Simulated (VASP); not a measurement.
A run of VASP 6.6.1 is set up as follows.

INCAR

```
SYSTEM = Li2O3
ALGO = Normal ; EDIFF = 1E-6
ENCUT = 520 ; GGA = PE
ISIF = 2 ; ISMEAR = -1
LASPH = .TRUE. ; LCHARG = .FALSE.
LREAL = .FALSE. ; LWAVE = .FALSE.
NBANDS = 35 ; NELM = 100
PREC = Accurate ; SIGMA = 0.06122561905347299
```

KPOINTS

```
k-points
0
G
  12 12 12
  0 0 0
```

File POSCAR:

```
Li2O3
1.0
    4.4134120972      0.0000000000      0.0000000000
    0.0000000000      4.4134120972      0.0000000000
    0.0000000000      0.0000000000      4.4134120972
Li O
4 6
Direct
    0.2500000000      0.2500000000      0.2500000000
    0.7500000000      0.7500000000      0.2500000000
    0.7500000000      0.2500000000      0.7500000000
    0.2500000000      0.7500000000      0.7500000000
    0.5000000000      0.0000000000      0.0000000000
    0.0000000000      0.5000000000      0.0000000000
    0.0000000000      0.0000000000      0.5000000000
    0.5000000000      0.5000000000      0.0000000000
    0.5000000000      0.0000000000      0.5000000000
    0.0000000000      0.5000000000      0.5000000000
```

Potentials or basis: VASP PAW PBE potentials, release 64 (Li_sv, O).

Run with:

```console
$ cat potpaw_PBE.64/Li_sv/POTCAR potpaw_PBE.64/O/POTCAR > POTCAR
$ mpirun -np 1 vasp_std > vasp.out
```

(1) What does it give for the band gap on the k mesh?

Results:

(1) zero (bands 24 and 25 overlap by 2.56 eV).
